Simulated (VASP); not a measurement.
# CdF2 (fluorite type) (Immm) in VASP: a series of runs, part 2 of 2

VASP 6.6.1. Earlier steps stand in the parts before.

**3. Electric field gradients, PBE (xy shear strain of -2 %)**

INCAR

```
  ALGO = Normal
  EDIFF = 1E-8
  ENCUT = 520
  GGA = PE
  ISIF = 2
  ISMEAR = -1
  LASPH = True
  LCHARG = False
  LEFG = True
  LREAL = False
  LWAVE = False
  NBANDS = 20
  NELM = 60
  PREC = Accurate
  SIGMA = 0.05
```

KPOINTS

```
k-points
0
Gamma
  11 11 11
```

POSCAR

```
CdF2
1.0
   -0.0274071972      2.7407197206      2.7407197206
    2.7407197206     -0.0274071972      2.7407197206
    2.7133125234      2.7133125234      0.0000000000
Cd F
1 2
Direct
    0.0000000000      0.0000000000      0.0000000000
    0.2500000000      0.2500000000      0.2500000000
    0.7500000000      0.7500000000      0.7500000000
```

Potentials or basis: VASP PAW PBE potentials, release 64 (Cd, F).

Started as:

```console
$ cat potpaw_PBE.64/Cd/POTCAR potpaw_PBE.64/F/POTCAR > POTCAR
$ mpirun -np 1 vasp_std > vasp.out
```

OUTCAR:

```text
EDIFF = 1E-8
   ENCUT = 520
   GGA = PE
   ISIF = 2
   ISMEAR = -1
   LASPH = True
   LREAL = False
   NELM = 60
   PREC = Accurate

 ion  position               nearest neighbor table
   1  0.000  0.000  0.000-   3 2.36   2 2.36   3 2.36   2 2.36   3 2.39   3 2.39   2 2.39   2 2.39

   2  0.250  0.250  0.250-   1 2.36   1 2.36   1 2.39   1 2.39
   3  0.750  0.750  0.750-   1 2.36   1 2.36   1 2.39   1 2.39

  LATTYP: Found a body centered orthorhombic cell.
 ALAT       =     3.8372033695
 B/A-ratio  =     1.0202020202
 C/A-ratio  =     1.4284985478

  Lattice vectors:

 A1 = (   0.0274071972,  -2.7407197206,  -2.7407197206)
 A2 = (  -0.0274071972,   2.7407197206,  -2.7407197206)
 A3 = (   2.7407197206,  -0.0274071972,   2.7407197206)

Analysis of symmetry for initial positions (statically):
=====================================================================
 Subroutine PRICEL returns:
 Original cell was already a primitive cell.

 Routine SETGRP: Setting up the symmetry group for a
 body centered orthorhombic supercell.

 Subroutine GETGRP returns: Found  8 space group operations
 (whereof  8 operations were pure point group operations)
 out of a pool of  8 trial point group operations.

The static configuration has the point symmetry D_2h.

Analysis of symmetry for dynamics (positions and initial velocities):
=====================================================================
 Subroutine PRICEL returns:
 Original cell was already a primitive cell.

 Routine SETGRP: Setting up the symmetry group for a
 body centered orthorhombic supercell.

 Subroutine GETGRP returns: Found  8 space group operations
 (whereof  8 operations were pure point group operations)
 out of a pool of  8 trial point group operations.
[... 709 lines left out ...]

 [... further k-points ...]

------------------------ aborting loop because EDIFF is reached ----------------------------------------

  FORCE on cell =-STRESS in cart. coord.  units (eV):
  Direction    XX          YY          ZZ          XY          YZ          ZX
  --------------------------------------------------------------------------------------
  -------------------------------------------------------------------------------------
  Total        0.1455311      0.1455311      0.1448146      0.1086105      0.0000000      0.0000000
  in kB        5.6635124      5.6635124      5.6356310      4.2267054      0.0000000      0.0000000
  external PRESSURE =       5.6542186 kB  Pullay stress =       0.0000000 kB

 VOLUME and BASIS-vectors are now :
 -----------------------------------------------------------------------------
  energy-cutoff  :      520.00
  volume of cell :       41.17
      direct lattice vectors                 reciprocal lattice vectors
    -0.027407197  2.740719721  2.740719721    -0.180627556  0.180627556  0.182433832
     2.740719721 -0.027407197  2.740719721     0.180627556 -0.180627556  0.182433832
     2.713312523  2.713312523  0.000000000     0.184276598  0.184276598 -0.182433832

 POSITION                                       TOTAL-FORCE (eV/Angst)
 -----------------------------------------------------------------------------------
      0.00000      0.00000      0.00000         0.000000      0.000000      0.000000
      1.35666      1.35666      1.37036         0.000000      0.000000      0.029637
      4.06997      4.06997      4.11108        -0.000000     -0.000000     -0.029637
 -----------------------------------------------------------------------------------
    total drift:                                0.000000     -0.000000      0.000000

  FREE ENERGIE OF THE ION-ELECTRON SYSTEM (eV)
  ---------------------------------------------------
  free  energy   TOTEN  =       -10.9041394621 eV

  energy  without entropy=      -10.9041394620  energy(sigma->0) =      -10.90413946

 Electric field gradients (V/A^2)
---------------------------------------------------------------------
 ion       V_xx      V_yy      V_zz      V_xy      V_xz      V_yz
---------------------------------------------------------------------
   1       0.119     0.119    -0.238    -9.130     0.002     0.002
   2      -0.030    -0.030     0.061     2.801    -0.001    -0.001
   3      -0.030    -0.030     0.061     2.801    -0.001    -0.001
---------------------------------------------------------------------

 Electric field gradients after diagonalization (V/A^2)
 (convention: |V_zz| > |V_xx| > |V_yy|)
----------------------------------------------------------------------
 ion       V_xx      V_yy      V_zz     asymmetry (V_yy - V_xx)/ V_zz
----------------------------------------------------------------------
   1      -9.011    -0.238     9.249       0.949
   2       2.771     0.061    -2.831       0.957
   3       2.771     0.061    -2.831       0.957
----------------------------------------------------------------------

           NMR quadrupolar parameters

 Cq : quadrupolar parameter    Cq=e*Q*V_zz/h
 eta: asymmetry parameters     (V_yy - V_xx)/ V_zz
 Q  : nuclear electric quadrupole moment in mb (millibarn)
----------------------------------------------------------------------
 ion       Cq(MHz)       eta       Q (mb)
----------------------------------------------------------------------
   1       0.022       0.949       1.000
   2      -0.007       0.957       1.000
   3      -0.007       0.957       1.000
----------------------------------------------------------------------
```

OSZICAR:

```text
N       E                     dE             d eps       ncg     rms          rms(c)
DAV:   1     0.191589639588E+03    0.19159E+03   -0.15516E+04  9048   0.131E+03
DAV:   2    -0.426369684677E+01   -0.19585E+03   -0.18807E+03  9416   0.338E+02
DAV:   3    -0.126496176206E+02   -0.83859E+01   -0.83617E+01  9936   0.756E+01
DAV:   4    -0.126865456608E+02   -0.36928E-01   -0.36926E-01  9312   0.517E+00
DAV:   5    -0.126866833361E+02   -0.13768E-03   -0.13767E-03  9828   0.282E-01    0.965E+00
DAV:   6    -0.108751588089E+02    0.18115E+01   -0.41547E+00 10972   0.392E+01    0.690E+00
DAV:   7    -0.109234734015E+02   -0.48315E-01   -0.95870E-01  8924   0.874E+00    0.392E+00
DAV:   8    -0.109137835112E+02    0.96899E-02   -0.16246E-01  9032   0.361E+00    0.761E-01
DAV:   9    -0.109034512079E+02    0.10332E-01   -0.39414E-02 10340   0.228E+00    0.962E-02
DAV:  10    -0.109040057792E+02   -0.55457E-03   -0.30885E-03  9036   0.642E-01    0.129E-01
DAV:  11    -0.109041163857E+02   -0.11061E-03   -0.21723E-04  9408   0.148E-01    0.459E-02
DAV:  12    -0.109041377836E+02   -0.21398E-04   -0.67325E-05  8968   0.685E-02    0.189E-02
DAV:  13    -0.109041397338E+02   -0.19503E-05   -0.10223E-05  9512   0.260E-02    0.474E-03
DAV:  14    -0.109041394116E+02    0.32220E-06   -0.11249E-06  9372   0.124E-02    0.169E-03
DAV:  15    -0.109041394439E+02   -0.32208E-07   -0.11304E-07  9676   0.297E-03    0.508E-04
DAV:  16    -0.109041394559E+02   -0.12027E-07   -0.17016E-09  7552   0.392E-04    0.148E-04
DAV:  17    -0.109041394621E+02   -0.62082E-08   -0.47624E-10  5104   0.199E-04
   1 F= -.10904139E+02 E0= -.10904139E+02  d E =-.834635E-10
```

It took 89 s on 1 thread of AMD EPYC 9R45 (Zen 5), shared host; peak memory 0.25 GiB.

Results:

```
Free energy                             : -10.9041 eV
Pressure                                : 0.6 GPa
Largest force                           : 0.030 eV/Å
Band gap on the k mesh                  : 2.90 eV (least direct gap 3.40 eV)
Largest electric field gradient by atom : Cd +9.2; F -2.8 V/Å²
```

Forces in eV/Å, atoms in the order of the input:
```
Cd   0.000  0.000  0.000
F    0.000  0.000  0.030
F    0.000  0.000 -0.030
```

Levels at points of the mesh, in eV from the valence-band top:
```csv
k point,band 9,band 10,band 11,band 12,band 13,band 14,band 15,band 16,band 17,band 18
"(0.00, 0.00, 0.00)",-0.83,-0.80,-0.58,-0.54,-0.50,2.90,12.28,12.47,12.66,17.19
```

Electric field gradients, principal values (V/Å²):
| atom | least | middle | greatest (by size) |
| --- | --- | --- | --- |
| 1 Cd | -0.238 | -9.011 | 9.249 |
| 2 F | 0.061 | 2.771 | -2.831 |
| 3 F | 0.061 | 2.771 | -2.831 |

Caveat: the cell differs from its parent crystal (xy shear strain of -2 %); without QUAD_EFG the Cq values of the log hold for a quadrupole moment of 1 mb, not for the nuclei; an odd mesh through Γ misses points on the zone boundary, where band edges can lie.
